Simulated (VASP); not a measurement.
A run of VASP 6.6.1:

Contents of INCAR:

```
PREC = Accurate
ENCUT = 520
EDIFF = 1E-6
ISMEAR = -1
SIGMA = 0.03
LREAL = F
LASPH = T
NELM = 80
ALGO = Normal
ISIF = 2
LWAVE = F
LCHARG = F
GGA = PE
NBANDS = 28
```

The input KPOINTS:

```
regular mesh
0
Gamma
  7 7 7
```

Contents of POSCAR:

```
BaTiO3
1.0
    3.9181485176      0.0000000000      0.0000000000
    0.0000000000      3.9181485176      0.0000000000
    0.0000000000      0.0000000000      3.9359769848
Ba Ti O
1 1 3
Direct
    0.0000000000      0.0000000000      0.0000000000
    0.5000000000      0.5000000000      0.5000000000
    0.5000000000      0.5000000000      0.0000000000
    0.5000000000      0.0000000000      0.5000000000
    0.0000000000      0.5000000000      0.5000000000
```

Potentials or basis: VASP PAW PBE potentials, release 64 (Ba_sv, Ti_sv, O).

Launch:

```bash
$ cat potpaw_PBE.64/Ba_sv/POTCAR potpaw_PBE.64/Ti_sv/POTCAR potpaw_PBE.64/O/POTCAR > POTCAR
$ mpirun -np 1 vasp_std > vasp.out
```

Hardware: 1 thread of Intel(R) Xeon(R) Platinum 8488C (Sapphire Rapids) (shared host).

Question: Estimate the wall time of this run.

Answer: Wall time 40 s on 1 thread of Intel(R) Xeon(R) Platinum 8488C (Sapphire Rapids), with other jobs on the host, peak memory 0.21 GiB. Counts: scf iterations 14, k points 40.
